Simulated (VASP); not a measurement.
A run of VASP 6.6.1:

POSCAR

```
Sn
1.0
    0.0000000000      3.3277220153      3.3277220153
    3.3277220153      0.0000000000      3.3277220153
    3.3277220153      3.3277220153      0.0000000000
Sn
2
Direct
    0.0000000000      0.0000000000      0.0000000000
    0.2500000000      0.2500000000      0.2500000000
```

INCAR.step1

```
PREC = Accurate
ENCUT = 600
ISMEAR = -1
SIGMA = 0.02
LREAL = F
LASPH = T
NELM = 60
GGA = PE
ALGO = Normal
EDIFF = 1E-4
LWAVE = T
LCHARG = F
```

File INCAR.step2:

```
PREC = Accurate
ENCUT = 600
EDIFF = 1E-7
ISMEAR = -1
SIGMA = 0.02
LREAL = F
LASPH = T
NELM = 60
ALGO = Normal
ISIF = 3
LWAVE = F
LCHARG = F
METAGGA = R2SCAN
LMIXTAU = T
IBRION = 2
NSW = 80
EDIFFG = -0.005
ISTART = 1
```

Contents of KPOINTS:

```
regular mesh
0
Gamma
  6 6 6
```

Potentials or basis: VASP PAW PBE potentials, release 64 (Sn_d).

Launch:

```sh
$ cat potpaw_PBE.64/Sn_d/POTCAR > POTCAR
$ cp INCAR.step1 INCAR
$ mpirun -np 1 vasp_std > vasp.out
$ cp INCAR.step2 INCAR
$ mpirun -np 1 vasp_std > vasp.out
```

Hardware: 1 thread of AMD EPYC 9R45 96-Core Processor (Zen 5), with other jobs on the host.

Task: How long does it take, and how much memory?

Result: It took 3.6 min on 1 thread of AMD EPYC 9R45 96-Core Processor (Zen 5), with other jobs on the host, peak memory 0.24 GiB. Counts: k points 16, ion steps 3.
